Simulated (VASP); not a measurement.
Write the native input for VASP 6.6.1 that does the following.

| Item | Value |
| --- | --- |
| Task | single point |
| Functional | r2SCAN |
| Potentials or basis | VASP PAW PBE potentials, release 64 (Li_sv) |
| Cutoff | 520 eV |
| k mesh | 16 × 16 × 16 |
| Occupations | gaussian, width 0.1 eV |
| Spin | no spin polarisation |
| Dipole correction | no |
| Further INCAR settings | ALGO = Normal; EDIFF = 1e-06; NBANDS = 8 |

Crystal: Li.

```xyz
1
Lattice="0.0000 2.1879 2.1879 2.1879 0.0000 2.1879 2.1879 2.1879 0.0000" Properties=species:S:1:pos:R:3 pbc="T T T"
Li    0.0000    0.0000    0.0000
```

One way to write it, as run:

POSCAR

```
Li
1.0
    0.0000000000      2.1879463571      2.1879463571
    2.1879463571      0.0000000000      2.1879463571
    2.1879463571      2.1879463571      0.0000000000
Li
1
Direct
    0.0000000000      0.0000000000      0.0000000000
```

INCAR.step1

```
SYSTEM = Li
PREC = Accurate ; ENCUT = 520
ISMEAR = 0 ; SIGMA = 0.1
LREAL = .FALSE. ; LASPH = .TRUE.
NELM = 80 ; NBANDS = 8
GGA = PE ; ALGO = Normal
EDIFF = 1E-4 ; LWAVE = .TRUE.
LCHARG = .FALSE.
```

INCAR.step2

```
SYSTEM = Li
PREC = Accurate ; ENCUT = 520
EDIFF = 1E-6 ; ISMEAR = 0
SIGMA = 0.1 ; LREAL = .FALSE.
LASPH = .TRUE. ; NELM = 80
ALGO = Normal ; ISIF = 2
LWAVE = .FALSE. ; LCHARG = .FALSE.
METAGGA = R2SCAN ; LMIXTAU = .TRUE.
NBANDS = 8 ; ISTART = 1
```

KPOINTS

```
regular mesh
0
G
  16 16 16
  0 0 0
```

Potentials or basis: VASP PAW PBE potentials, release 64 (Li_sv).

Run with:

```console
$ cat potpaw_PBE.64/Li_sv/POTCAR > POTCAR
$ cp INCAR.step1 INCAR
$ mpirun -np 1 vasp_std > vasp.out
$ cp INCAR.step2 INCAR
$ mpirun -np 1 vasp_std > vasp.out
```

It took 3.3 min on 1 thread of AMD EPYC 7R13 (shared host), peak memory 0.14 GiB.
